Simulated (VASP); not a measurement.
# CsPbBr3 (Pm-3m) in VASP: relaxation of cell and atoms with PBE

Aim: the relaxation of cell and atoms of CsPbBr3 with PBE.

Program: VASP 6.6.1. These are calculated values, not measurements. Logs are shortened: lines on timing, memory, paths and dates and some standing lists are left out, and cuts for length are marked.

### 1 The cell of the first run

Symmetry: Pm-3m, No. 221, cubic system. The conventional cell has a = 5.877 Å, b = 5.877 Å, c = 5.877 Å, α = 90.00°, β = 90.00°, γ = 90.00°. Pb (site symmetry m-3m) has 6 Br at 2.94 Å within 3.9 Å. Br (site symmetry 4/mmm) has 2 Pb at 2.94 Å within 3.9 Å. Cs (site symmetry m-3m) has 12 Br at 4.16 Å and 8 Pb at 5.09 Å within 5.5 Å.

### 2 Relaxation of cell and atoms, PBE

File INCAR:

```
  PREC = Accurate
  ENCUT = 600
  EDIFF = 1E-6
  ISMEAR = -1
  SIGMA = 0.1
  LREAL = False
  LASPH = True
  NELM = 60
  ALGO = Normal
  ISIF = 3
  LWAVE = False
  LCHARG = False
  GGA = PE
  IBRION = 2
  NSW = 80
  EDIFFG = -0.01
```

File KPOINTS:

```
regular mesh
0
Gamma
  5 5 5
```

File POSCAR:

```
CsPbBr3
1.0
    5.8773440000      0.0000000000      0.0000000000
    0.0000000000      5.8773440000      0.0000000000
    0.0000000000      0.0000000000      5.8773440000
Pb Br Cs
1 3 1
Direct
    0.5000000000      0.5000000000      0.5000000000
    0.0000000000      0.5000000000      0.5000000000
    0.5000000000      0.0000000000      0.5000000000
    0.5000000000      0.5000000000      0.0000000000
    0.0000000000      0.0000000000      0.0000000000
```

Potentials or basis: VASP PAW PBE potentials, release 64 (Pb_d, Br, Cs_sv).

Launch:

```
$ cat potpaw_PBE.64/Pb_d/POTCAR potpaw_PBE.64/Br/POTCAR potpaw_PBE.64/Cs_sv/POTCAR > POTCAR
$ mpirun -np 1 vasp_std > vasp.out
```

OUTCAR:

```text
PREC = Accurate
   ENCUT = 600
   EDIFF = 1E-6
   ISMEAR = -1
   LREAL = False
   LASPH = True
   NELM = 60
   ISIF = 3
   GGA = PE
   IBRION = 2
   NSW = 80
   EDIFFG = -0.01

 ion  position               nearest neighbor table
   1  0.500  0.500  0.500-   2 2.94   3 2.94   4 2.94   4 2.94   3 2.94   2 2.94
   2  0.000  0.500  0.500-   1 2.94   1 2.94
   3  0.500  0.000  0.500-   1 2.94   1 2.94
   4  0.500  0.500  0.000-   1 2.94   1 2.94
   5  0.000  0.000  0.000-

  LATTYP: Found a simple cubic cell.
 ALAT       =     5.8773440000

  Lattice vectors:

 A1 = (   5.8773440000,   0.0000000000,   0.0000000000)
 A2 = (   0.0000000000,   5.8773440000,   0.0000000000)
 A3 = (   0.0000000000,   0.0000000000,   5.8773440000)

Analysis of symmetry for initial positions (statically):
=====================================================================
 Subroutine PRICEL returns:
 Original cell was already a primitive cell.

 Routine SETGRP: Setting up the symmetry group for a
 simple cubic supercell.

 Subroutine GETGRP returns: Found 48 space group operations
 (whereof 48 operations were pure point group operations)
 out of a pool of 48 trial point group operations.

The static configuration has the point symmetry O_h .

Analysis of symmetry for dynamics (positions and initial velocities):
=====================================================================
 Subroutine PRICEL returns:
 Original cell was already a primitive cell.

 Routine SETGRP: Setting up the symmetry group for a
 simple cubic supercell.

 Subroutine GETGRP returns: Found 48 space group operations
 (whereof 48 operations were pure point group operations)
 out of a pool of 48 trial point group operations.

The dynamic configuration has the point symmetry O_h .

 Subroutine INISYM returns: Found 48 space group operations
 (whereof 48 operations are pure point group operations),
 and found     1 'primitive' translations

----------------------------------------------------------------------------------------

                                     Primitive cell

  volume of cell :     203.0221

  direct lattice vectors                    reciprocal lattice vectors
     5.877344000  0.000000000  0.000000000     0.170144882  0.000000000  0.000000000
     0.000000000  5.877344000  0.000000000     0.000000000  0.170144882  0.000000000
     0.000000000  0.000000000  5.877344000     0.000000000  0.000000000  0.170144882

  length of vectors
     5.877344000  5.877344000  5.877344000     0.170144882  0.170144882  0.170144882

  position of ions in fractional coordinates (direct lattice)
     0.500000000  0.500000000  0.500000000
     0.000000000  0.500000000  0.500000000
     0.500000000  0.000000000  0.500000000
     0.500000000  0.500000000  0.000000000
     0.000000000  0.000000000  0.000000000

  ion indices of the primitive-cell ions
   primitive index   ion index
                 1           1
                 2           2
                 3           3
                 4           4
                 5           5

----------------------------------------------------------------------------------------

 KPOINTS: regular mesh

Automatic generation of k-mesh.
 Grid dimensions read from file:
 generate k-points for:    5    5    5

 Generating k-lattice:

  Cartesian coordinates                     Fractional coordinates (reciprocal lattice)
     0.034028976  0.000000000  0.000000000     0.200000000  0.000000000  0.000000000
     0.000000000  0.034028976  0.000000000     0.000000000  0.200000000  0.000000000
     0.000000000  0.000000000  0.034028976     0.000000000  0.000000000  0.200000000

  Length of vectors
     0.034028976  0.034028976  0.034028976

  Shift w.r.t. Gamma in fractional coordinates (k-lattice)
     0.000000000  0.000000000  0.000000000

 Subroutine IBZKPT returns following result:
 ===========================================

 Found     10 irreducible k-points:

 Following reciprocal coordinates:
            Coordinates               Weight
  0.000000  0.000000  0.000000      1.000000
  0.200000  0.000000  0.000000      6.000000
  0.400000  0.000000  0.000000      6.000000
  0.200000  0.200000  0.000000     12.000000
  0.400000  0.200000  0.000000     24.000000
  0.400000  0.400000  0.000000     12.000000
  0.200000  0.200000  0.200000      8.000000
  0.400000  0.200000  0.200000     24.000000
  0.400000  0.400000  0.200000     24.000000
  0.400000  0.400000  0.400000      8.000000
   k-points           NKPTS =     10   k-points in BZ     NKDIM =     10   number of bands    NBANDS=     26
   number of dos      NEDOS =    301   number of ions     NIONS =      5
   total plane-waves  NPLWV = 110592
   dimension x,y,z NGX =    48 NGY =   48 NGZ =   48
   dimension x,y,z NGXF=    96 NGYF=   96 NGZF=   96
   ions per type =               1   3   1
   NGX,Y,Z   is equivalent  to a cutoff of  13.58, 13.58, 13.58 a.u.
   NGXF,Y,Z  is equivalent  to a cutoff of  27.15, 27.15, 27.15 a.u.
 SYSTEM =  unknown system
   PREC   = accura    normal or accurate (medium, high low for compatibility)
   ISTART =      0    job   : 0-new  1-cont  2-samecut
   ICHARG =      2    charge: 1-file 2-atom 10-const
   ISPIN  =      1    spin polarized calculation?
   LNONCOLLINEAR =      F non collinear calculations
   LSORBIT =      F    spin-orbit coupling
   LASPH  =      T    aspherical Exc in radial PAW
   ENCUT  =  600.0 eV  44.10 Ry    6.64 a.u.  11.74 11.74 11.74*2*pi/ulx,y,z
   NELM   =     60;   NELMIN=  2; NELMDL= -5     # of ELM steps
   EDIFF  = 0.1E-05   stopping-criterion for ELM
   LREAL  =      F    real-space projection
   EDIFFG = -.1E-01   stopping-criterion for IOM
   NSW    =     80    number of steps for IOM
   IBRION =      2    ionic relax: 0-MD 1-quasi-New 2-CG
   NFREE  =      1    steps in history (QN), initial steepest desc. (CG)
   ISIF   =      3    stress and relaxation
   ISYM   =      2    0-nonsym 1-usesym 2-fastsym
   POTIM  = 0.5000    time-step for ionic-motion
   TEBEG  =    0.0;   TEEND  =   0.0 temperature during run
   PSTRESS=    0.0 pullay stress
   NELECT =      44.0000    total number of electrons
   NUPDOWN=      -1.0000    fix difference up-down
   EMIN   =  10.00;   EMAX   =-10.00  energy-range for DOS
   EFERMI =   0.00;   METHOD = LEGACY
   ISMEAR =    -1;   SIGMA  =   0.10  broadening in eV -4-tet -1-fermi 0-gaus
   EFERMI_NEDOS =   21; number of points for ismear=-14 and -15
   IALGO  =     38    algorithm
   IMIX   =      4    mixing-type and parameters
     AMIX     =   0.40;   BMIX     =  1.00
     AMIX_MAG =   1.60;   BMIX_MAG =  1.00
  volume/ion in A,a.u.               =      40.60       274.01
  Fermi-wavevector in a.u.,A,eV,Ry     =   0.983357  1.858276 13.156715  0.966991
  Thomas-Fermi vector in A             =   2.114509
   LORBIT       =      0    0 simple, 1 ext, 2 COOP (PROOUT), +10 PAW based schemes
   GGA     = PE    functional components
   LHFCALC =     F    Hartree Fock is set to
   AEXX    =    0.0000 exact exchange contribution
   IVDW    =     0    specifies the selected vdW correction
   LEPSILON=     F    determine dielectric tensor
   LRPA    =     F    only Hartree local field effects (RPA)
 conjugate gradient relaxation of ions
 non-spin polarized calculation
  energy-cutoff  :      600.00
  volume of cell :      203.02
 maximum number of plane-waves:      6800
 NGX is ok and might be reduce to    48
   NGX = 23   NGY = 23   NGZ = 23

--------------------------------------- Ionic step        1  -------------------------------------------

 number of electron      43.9999999 magnetization

 Free energy of the ion-electron system (eV)
  ---------------------------------------------------
  ext. energy  EPLUGINS =         0.00000000
  ---------------------------------------------------
  free energy    TOTEN  =       -15.85565538 eV

  energy without entropy =      -15.85565434  energy(sigma->0) =      -15.85565486

------------------------ aborting loop because EDIFF is reached ----------------------------------------

  FORCE on cell =-STRESS in cart. coord.  units (eV):
  Direction    XX          YY          ZZ          XY          YZ          ZX
  --------------------------------------------------------------------------------------
  -------------------------------------------------------------------------------------
  Total        1.6617454      1.6617454      1.6617454      0.0000000     -0.0000000      0.0000000
  in kB       13.1138963     13.1138963     13.1138963      0.0000000     -0.0000000      0.0000000
  external PRESSURE =      13.1138963 kB  Pullay stress =       0.0000000 kB

 VOLUME and BASIS-vectors are now :
 -----------------------------------------------------------------------------
  energy-cutoff  :      600.00
  volume of cell :      203.02
      direct lattice vectors                 reciprocal lattice vectors
     5.877344000  0.000000000  0.000000000     0.170144882  0.000000000  0.000000000
     0.000000000  5.877344000  0.000000000     0.000000000  0.170144882  0.000000000
     0.000000000  0.000000000  5.877344000     0.000000000  0.000000000  0.170144882
[... 40 lines left out ...]
 POSITION                                       TOTAL-FORCE (eV/Angst)
 -----------------------------------------------------------------------------------
      2.98579      2.98579      2.98579        -0.000000     -0.000000      0.000000
     -0.00000      2.98579      2.98579         0.000000      0.000000      0.000000
      2.98579     -0.00000      2.98579         0.000000      0.000000      0.000000
      2.98579      2.98579      0.00000         0.000000      0.000000      0.000000
      0.00000      0.00000      0.00000         0.000000      0.000000      0.000000
 -----------------------------------------------------------------------------------
    total drift:                                0.000000     -0.000000     -0.000000

  FREE ENERGIE OF THE ION-ELECTRON SYSTEM (eV)
  ---------------------------------------------------
  free  energy   TOTEN  =       -15.9029121268 eV

  energy  without entropy=      -15.9029113286  energy(sigma->0) =      -15.90291173

--------------------------------------- Ionic step        3  -------------------------------------------

 number of electron      43.9999993 magnetization

 Free energy of the ion-electron system (eV)
  ---------------------------------------------------
  ext. energy  EPLUGINS =         0.00000000
  ---------------------------------------------------
  free energy    TOTEN  =       -15.90524680 eV

  energy without entropy =      -15.90524605  energy(sigma->0) =      -15.90524643

 E-fermi :   1.3781     XC(G=0):  -7.3688

 val. band max:        0.0486874327   @ k =   0.4000   0.4000   0.4000
 cond. band min:       2.7943378776   @ k =   0.4000   0.4000   0.4000
 fundamental gap:      2.7456504449
 Fermi energy:         1.3781117379

 k-point     1 :       0.0000    0.0000    0.0000
  band No.  band energies     occupation
      1     -20.6373      2.00000
      2     -16.0484      2.00000
      3     -16.0484      2.00000
      4     -15.9396      2.00000
      5     -15.9396      2.00000
      6     -15.9396      2.00000
[... 18 lines left out ...]
     25       5.0727      0.00000
     26       5.8062      0.00000
[... 281 lines left out ...]
 POSITION                                       TOTAL-FORCE (eV/Angst)
 -----------------------------------------------------------------------------------
      3.00014      3.00014      3.00014        -0.000000     -0.000000      0.000000
     -0.00000      3.00014      3.00014         0.000000      0.000000      0.000000
      3.00014     -0.00000      3.00014         0.000000      0.000000      0.000000
      3.00014      3.00014      0.00000         0.000000      0.000000      0.000000
      0.00000      0.00000      0.00000         0.000000      0.000000      0.000000
 -----------------------------------------------------------------------------------
    total drift:                                0.000000     -0.000000     -0.000000

  FREE ENERGIE OF THE ION-ELECTRON SYSTEM (eV)
  ---------------------------------------------------
  free  energy   TOTEN  =       -15.9052468036 eV

  energy  without entropy=      -15.9052460548  energy(sigma->0) =      -15.90524643

 reached required accuracy - stopping structural energy minimisation
```

Run time: 2.2 min. Hardware: 1 thread of Intel Xeon Platinum 8259CL at 2.50GHz (Skylake/Cascade Lake), shared host; peak memory 0.37 GiB.

What came out:

- Free energy: -15.9052 eV
- Relaxed volume: 43.21 Å³/atom
- Relaxed cell: a = 6.000 Å, b = 6.000 Å, c = 6.000 Å, α = 90.00°, β = 90.00°, γ = 90.00°
- Space group after relaxing (to 0.1 Å): Pm-3m (No. 221)
- Energy gained by relaxing: 9.9 meV/atom
- Ionic steps: 3
- Pressure after relaxing: 0.0 GPa
- Band gap on the k mesh: 2.75 eV

Step by step:
```tsv
step	energy change (eV)	largest force (eV/Å)	pressure (GPa)	volume (Å³)
1	0.0000	0.0000	1.31	203.02
2	-0.0473	0.0000	0.26	212.94
3	-0.0496	0.0000	-0.02	216.03
```

Final structure:
```
Pb Br Cs
1.0
     6.00028    0.00000    0.00000
     0.00000    6.00028    0.00000
     0.00000    0.00000    6.00028
Pb Br Cs
1 3 1
Cartesian
  3.0001 3.0001 3.0001
  0.0000 3.0001 3.0001
  3.0001 0.0000 3.0001
  3.0001 3.0001 0.0000
  0.0000 0.0000 0.0000
```

Levels at points of the mesh, in eV from the valence-band top:
```tsv
k point	band 18	band 19	band 20	band 21	band 22	band 23	band 24	band 25	band 26
(0.00, 0.00, 0.00)	-1.21	-1.21	-1.12	-1.12	-1.12	3.82	5.02	5.02	5.76
```

Caveat: spin-orbit coupling is left out, which moves the levels of the heavy elements; an odd mesh through Γ misses points on the zone boundary, where band edges can lie.
